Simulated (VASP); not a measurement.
# KCl (Pm-3m) in VASP: notebook, part 2 of 2

VASP 6.6.1. Earlier steps stand in the parts before.

### 3 Single point, PBE0

This run uses another cell than the first one, of 28.86 Å³/atom.

POSCAR reads:

```
KCl
1.0
    3.8646218801      0.0000000000      0.0000000000
    0.0000000000      3.8646218801      0.0000000000
    0.0000000000      0.0000000000      3.8646218801
K Cl
1 1
Direct
    0.0000000000      0.0000000000      0.0000000000
    0.5000000000      0.5000000000      0.5000000000
```

INCAR.step1 reads:

```
PREC     = Accurate       # precision mode
ENCUT    = 520            # plane-wave cutoff, eV
EDIFF    = 1E-5           # SCF threshold, eV
ISMEAR   = -1             # smearing method
SIGMA    = 0.05           # smearing width, eV
LREAL    = False          # projectors in reciprocal space
LASPH    = True           # aspherical terms in the spheres
NELM     = 80             # most SCF steps
ALGO     = Normal         # electronic algorithm
ISIF     = 2              # what is computed and relaxed
LWAVE    = True           # write WAVECAR
LCHARG   = False          # write CHGCAR
NBANDS   = 15             # bands
GGA      = PE             # functional
```

INCAR.step2 reads:

```
PREC     = Accurate       # precision mode
ENCUT    = 520            # plane-wave cutoff, eV
EDIFF    = 1E-7           # SCF threshold, eV
ISMEAR   = -1             # smearing method
SIGMA    = 0.05           # smearing width, eV
LREAL    = False          # projectors in reciprocal space
LASPH    = True           # aspherical terms in the spheres
NELM     = 80             # most SCF steps
ALGO     = Normal         # electronic algorithm
ISIF     = 2              # what is computed and relaxed
LWAVE    = False          # write WAVECAR
LCHARG   = False          # write CHGCAR
GGA      = PE             # functional
LHFCALC  = True           # exact exchange
AEXX     = 0.25           # exact-exchange fraction
PRECFOCK = Normal       
NBANDS   = 15             # bands
ISTART   = 1
```

KPOINTS reads:

```
Automatic mesh
0
Gamma
  4 4 4
```

Potentials or basis: VASP PAW PBE potentials, release 64 (K_sv, Cl).

Started as:

```console
cat potpaw_PBE.64/K_sv/POTCAR potpaw_PBE.64/Cl/POTCAR > POTCAR
cp INCAR.step1 INCAR
mpirun -np 1 vasp_std > vasp.out
cp INCAR.step2 INCAR
mpirun -np 1 vasp_std > vasp.out
```

OUTCAR:

```text
PREC = Accurate
   ENCUT = 520
   EDIFF = 1E-7
   ISMEAR = -1
   LREAL = False
   LASPH = True
   NELM = 80
   ISIF = 2
   GGA = PE
   LHFCALC = True
   AEXX = 0.25
   PRECFOCK = Normal
   ISTART = 1

 ion  position               nearest neighbor table
   1  0.000  0.000  0.000-
   2  0.500  0.500  0.500-

  LATTYP: Found a simple cubic cell.
 ALAT       =     3.8646218801

  Lattice vectors:

 A1 = (   3.8646218801,   0.0000000000,   0.0000000000)
 A2 = (   0.0000000000,   3.8646218801,   0.0000000000)
 A3 = (   0.0000000000,   0.0000000000,   3.8646218801)

Analysis of symmetry for initial positions (statically):
=====================================================================
 Subroutine PRICEL returns:
 Original cell was already a primitive cell.

 Routine SETGRP: Setting up the symmetry group for a
 simple cubic supercell.

 Subroutine GETGRP returns: Found 48 space group operations
 (whereof 48 operations were pure point group operations)
 out of a pool of 48 trial point group operations.

The static configuration has the point symmetry O_h .

Analysis of symmetry for dynamics (positions and initial velocities):
=====================================================================
 Subroutine PRICEL returns:
 Original cell was already a primitive cell.

 Routine SETGRP: Setting up the symmetry group for a
 simple cubic supercell.

 Subroutine GETGRP returns: Found 48 space group operations
 (whereof 48 operations were pure point group operations)
 out of a pool of 48 trial point group operations.

The dynamic configuration has the point symmetry O_h .

 Subroutine INISYM returns: Found 48 space group operations
 (whereof 48 operations are pure point group operations),
[... 112 lines left out ...]
   NKREDZ  =     1    reduce k-point grid by
   AEXX    =    0.2500 exact exchange contribution
   HFSCREEN=    0.0000 screening length (either q_TF or 0.3 A-1)
   HFSCREENC=   0.0000 screening length for correlation (either q_TF or 0.3 A-1)
   ENCUTFOCK=  -1.0 apply spherical cutoff to Coloumb kernel
   IVDW    =     0    specifies the selected vdW correction
   LEPSILON=     F    determine dielectric tensor
   LRPA    =     F    only Hartree local field effects (RPA)
 non-spin polarized calculation
  energy-cutoff  :      520.00
  volume of cell :       57.72
 maximum number of plane-waves:      1596
 NGX is ok and might be reduce to    30
  NGX = 24; NGY = 24; NGZ = 24

 number of electron      16.0000006 magnetization

 Free energy of the ion-electron system (eV)
  ---------------------------------------------------
  ext. energy  EPLUGINS =         0.00000000
  ---------------------------------------------------
  free energy    TOTEN  =        -8.24210468 eV

  energy without entropy =       -8.24210468  energy(sigma->0) =       -8.24210468

 E-fermi :  -1.1799     XC(G=0):  -6.2872

 val. band max:       -2.2841811745   @ k =   0.5000   0.5000   0.0000
 cond. band min:       4.4906940570   @ k =   0.0000   0.0000   0.0000
 fundamental gap:      6.7748752315
 Fermi energy:        -1.1799166146

 k-point     1 :       0.0000    0.0000    0.0000
  band No.  band energies     occupation
      1     -32.5236      2.00000
      2     -16.0254      2.00000
      3     -14.5477      2.00000
      4     -14.5477      2.00000
      5     -14.5477      2.00000
      6      -2.5007      2.00000
      7      -2.5007      2.00000
      8      -2.5007      2.00000
      9       4.4907      0.00000
     10       6.4886      0.00000
     11       6.4886      0.00000
     12      10.9458      0.00000
     13      10.9458      0.00000
     14      10.9458      0.00000
[... 149 lines left out ...]
      2     -15.6094      2.00000
      3     -14.7083      2.00000
      4     -14.7083      2.00000
      5     -14.7083      2.00000
      6      -3.6429      2.00000
      7      -3.6429      2.00000
      8      -3.6429      2.00000
      9       8.5823      0.00000
     10       8.5823      0.00000
     11       8.5823      0.00000
     12      10.0629      0.00000
     13      10.0629      0.00000
     14      10.0629      0.00000
     15      12.7204      0.00000

------------------------ aborting loop because EDIFF is reached ----------------------------------------

  FORCE on cell =-STRESS in cart. coord.  units (eV):
  Direction    XX          YY          ZZ          XY          YZ          ZX
  --------------------------------------------------------------------------------------
  -------------------------------------------------------------------------------------
  Total       -0.3143626     -0.3143626     -0.3143626     -0.0000000     -0.0000000     -0.0000000
  in kB       -8.7261038     -8.7261038     -8.7261038     -0.0000000     -0.0000000     -0.0000000
  external PRESSURE =      -8.7261038 kB  Pullay stress =       0.0000000 kB

 VOLUME and BASIS-vectors are now :
 -----------------------------------------------------------------------------
  energy-cutoff  :      520.00
  volume of cell :       57.72
      direct lattice vectors                 reciprocal lattice vectors
     3.864621880  0.000000000  0.000000000     0.258757527  0.000000000  0.000000000
     0.000000000  3.864621880  0.000000000     0.000000000  0.258757527  0.000000000
     0.000000000  0.000000000  3.864621880     0.000000000  0.000000000  0.258757527

 POSITION                                       TOTAL-FORCE (eV/Angst)
 -----------------------------------------------------------------------------------
      0.00000      0.00000      0.00000         0.000000      0.000000      0.000000
      1.93231      1.93231      1.93231         0.000000      0.000000      0.000000
 -----------------------------------------------------------------------------------
    total drift:                                0.000000      0.000000      0.000000

  FREE ENERGIE OF THE ION-ELECTRON SYSTEM (eV)
  ---------------------------------------------------
  free  energy   TOTEN  =        -8.2421046831 eV

  energy  without entropy=       -8.2421046831  energy(sigma->0) =       -8.24210468
```

OSZICAR.step1:

```text
N       E                     dE             d eps       ncg     rms          rms(c)
DAV:   1     0.109626665701E+03    0.10963E+03   -0.72673E+03   300   0.974E+02
DAV:   2     0.222929389204E-01   -0.10960E+03   -0.98769E+02   392   0.241E+02
DAV:   3    -0.673408960629E+01   -0.67564E+01   -0.67128E+01   398   0.533E+01
DAV:   4    -0.697395770051E+01   -0.23987E+00   -0.23982E+00   460   0.926E+00
DAV:   5    -0.697541643674E+01   -0.14587E-02   -0.14587E-02   426   0.760E-01    0.285E+00
DAV:   6    -0.668554492113E+01    0.28987E+00   -0.31622E-01   363   0.317E+00    0.235E+00
DAV:   7    -0.665010471594E+01    0.35440E-01   -0.90232E-02   370   0.193E+00    0.143E+00
DAV:   8    -0.665197879661E+01   -0.18741E-02   -0.18863E-02   411   0.102E+00    0.211E-01
DAV:   9    -0.665203073569E+01   -0.51939E-04   -0.77554E-04   398   0.195E-01    0.117E-01
DAV:  10    -0.665232470009E+01   -0.29396E-03   -0.39581E-04   342   0.155E-01    0.325E-02
DAV:  11    -0.665231912647E+01    0.55736E-05   -0.29006E-05   419   0.403E-02
   1 F= -.66523191E+01 E0= -.66523191E+01  d E =-.426860E-10
```

Wall time 2.8 min (1 thread of Intel Xeon 6975P-C (Granite Rapids), shared host); peak memory 0.18 GiB.

What came out:

- Free energy: -8.2421 eV
- Pressure: -0.9 GPa
- Band gap on the k mesh: 6.77 eV (least direct gap 6.99 eV)

Caveat: the PAW data sets were made with another functional, which shifts forces and pressure a little.

### 4 Single point, LDA (26.60 Å³/atom)

This run uses another cell than the first one, of 26.60 Å³/atom.

INCAR reads:

```
SYSTEM = KCl
ALGO     = Normal         ! electronic algorithm
EDIFF    = 1E-6           ! SCF threshold, eV
ENCUT    = 520            ! plane-wave cutoff, eV
ISIF     = 2              ! what is computed and relaxed
ISMEAR   = -1             ! smearing method
LASPH    = .TRUE.         ! aspherical terms in the spheres
LCHARG   = .FALSE.        ! write CHGCAR
LREAL    = .FALSE.        ! projectors in reciprocal space
LWAVE    = .FALSE.        ! write WAVECAR
NBANDS   = 15             ! bands
NELM     = 100            ! most SCF steps
PREC     = Accurate       ! precision mode
SIGMA    = 0.05           ! smearing width, eV
```

KPOINTS reads:

```
k-points
0
G
  7 7 7
  0 0 0
```

POSCAR reads:

```
KCl
1.0
    3.7608230702      0.0000000000      0.0000000000
    0.0000000000      3.7608230702      0.0000000000
    0.0000000000      0.0000000000      3.7608230702
K Cl
1 1
Direct
    0.0000000000      0.0000000000      0.0000000000
    0.5000000000      0.5000000000      0.5000000000
```

Potentials or basis: VASP PAW LDA potentials, release 64 (K_sv, Cl).

Started as:

```console
cat potpaw_LDA.64/K_sv/POTCAR potpaw_LDA.64/Cl/POTCAR > POTCAR
mpirun -np 1 vasp_std > vasp.out
```

It took 18 s on 1 thread of AMD EPYC 7R13, shared host; peak memory 0.11 GiB.

Results (log left out):

```
Free energy            : -7.3119 eV
Pressure               : -2.2 GPa
Band gap on the k mesh : 4.66 eV (least direct gap 4.85 eV)
```

Levels at points of the mesh, in eV from the valence-band top:
| k point | band 5 | band 6 | band 7 | band 8 | band 9 | band 10 | band 11 | band 12 |
| --- | --- | --- | --- | --- | --- | --- | --- | --- |
| (0.00, 0.00, 0.00) | -11.16 | -0.20 | -0.20 | -0.20 | 4.66 | 6.20 | 6.20 | 10.67 |

Caveat: an odd mesh through Γ misses points on the zone boundary, where band edges can lie.

### 5 Single point, LDA (27.16 Å³/atom)

This run uses another cell than the first one, of 27.16 Å³/atom.

INCAR reads:

```
PREC = Accurate
ENCUT = 520
EDIFF = 1E-6
ISMEAR = -1
SIGMA = 0.05
LREAL = False
LASPH = True
NELM = 80
ALGO = Normal
ISIF = 2
LWAVE = False
LCHARG = False
NBANDS = 15
```

KPOINTS reads:

```
regular mesh
0
Gamma
  7 7 7
```

POSCAR reads:

```
KCl
1.0
    3.7873086124      0.0000000000      0.0000000000
    0.0000000000      3.7873086124      0.0000000000
    0.0000000000      0.0000000000      3.7873086124
K Cl
1 1
Direct
    0.0000000000      0.0000000000      0.0000000000
    0.5000000000      0.5000000000      0.5000000000
```

Started as:

```console
cat potpaw_LDA.64/K_sv/POTCAR potpaw_LDA.64/Cl/POTCAR > POTCAR
mpirun -np 1 vasp_std > vasp.out
```

It took 22 s on 1 thread of AMD EPYC 7R13, shared host; peak memory 0.11 GiB.

Results (log left out):

```
Free energy            : -7.2952 eV
Pressure               : -2.6 GPa
Band gap on the k mesh : 4.56 eV (least direct gap 4.76 eV)
```

Levels at points of the mesh, in eV from the valence-band top:
```csv
k point,band 4,band 5,band 6,band 7,band 8,band 9,band 10,band 11,band 12,band 13
"(0.00, 0.00, 0.00)",-11.20,-11.20,-0.19,-0.19,-0.19,4.56,6.23,6.23,10.62,10.62
```

Caveat: an odd mesh through Γ misses points on the zone boundary, where band edges can lie.

### 6 Single point, LDA (27.73 Å³/atom)

This run uses another cell than the first one, of 27.73 Å³/atom.

INCAR reads:

```
  ALGO = Normal
  EDIFF = 1E-6
  ENCUT = 520
  GGA = CA
  ISIF = 2
  ISMEAR = -1
  LASPH = T
  LCHARG = T
  LELF = T
  LREAL = F
  LVHAR = T
  LWAVE = F
  NBANDS = 15
  NELM = 60
  PREC = Accurate
  SIGMA = 0.05
```

KPOINTS reads:

```
k-points
0
Gamma
  7 7 7
```

POSCAR reads:

```
KCl
1.0
    3.8134288075      0.0000000000      0.0000000000
    0.0000000000      3.8134288075      0.0000000000
    0.0000000000      0.0000000000      3.8134288075
K Cl
1 1
Direct
    0.0000000000      0.0000000000      0.0000000000
    0.5000000000      0.5000000000      0.5000000000
```

Potentials or basis: VASP PAW LDA potentials, release 64 (K_sv, Cl).

Started as:

```console
cat potpaw_LDA.64/K_sv/POTCAR potpaw_LDA.64/Cl/POTCAR > POTCAR
mpirun -np 1 vasp_std > vasp.out
```

It took 22 s on 1 thread of AMD EPYC 7R13, shared host; peak memory 0.11 GiB.

Results (log left out):

```
Free energy            : -7.2763 eV
Pressure               : -2.9 GPa
Band gap on the k mesh : 4.48 eV (least direct gap 4.67 eV)
```

Levels at points of the mesh, in eV from the valence-band top:
| k point | band 5 | band 6 | band 7 | band 8 | band 9 | band 10 | band 11 | band 12 |
| --- | --- | --- | --- | --- | --- | --- | --- | --- |
| (0.00, 0.00, 0.00) | -11.23 | -0.19 | -0.19 | -0.19 | 4.48 | 6.25 | 6.25 | 10.56 |

Caveat: an odd mesh through Γ misses points on the zone boundary, where band edges can lie.

### 7 Summary

| level | potentials or basis | cell | k mesh | grid for exact exchange (PRECFOCK) | share of exact exchange | gap on the mesh (eV) | pressure (GPa) |
| --- | --- | --- | --- | --- | --- | --- | --- |
| PBE0 | VASP PAW PBE potentials, release 64 (K_sv, Cl) | a = 3.839 Å, 2 atoms | 4 × 4 × 4 | Normal | 0.25 | 6.86 | -0.5 |
| PBE0 | VASP PAW PBE potentials, release 64 (K_sv, Cl) | a = 3.865 Å, 2 atoms | 4 × 4 × 4 | Normal | 0.25 | 6.77 | -0.9 |
| LDA | VASP PAW LDA potentials, release 64 (K_sv, Cl) | a = 3.761 Å, 2 atoms | 7 × 7 × 7 | - | - | 4.66 | -2.2 |
| LDA | VASP PAW LDA potentials, release 64 (K_sv, Cl) | a = 3.787 Å, 2 atoms | 7 × 7 × 7 | - | - | 4.56 | -2.6 |
| LDA | VASP PAW LDA potentials, release 64 (K_sv, Cl) | a = 3.813 Å, 2 atoms | 7 × 7 × 7 | - | - | 4.48 | -2.9 |

Alike in all rows: task single point; no spin polarisation; cutoff (eV) 520; smearing fermi-dirac 0.05 eV.

Caveats: an odd mesh through Γ misses points on the zone boundary, where band edges can lie (at least some runs); the PAW data sets were made with another functional, which shifts forces and pressure a little (at least some runs).

Total energies depend on the potentials used, so only differences within one code and one set of settings carry meaning.
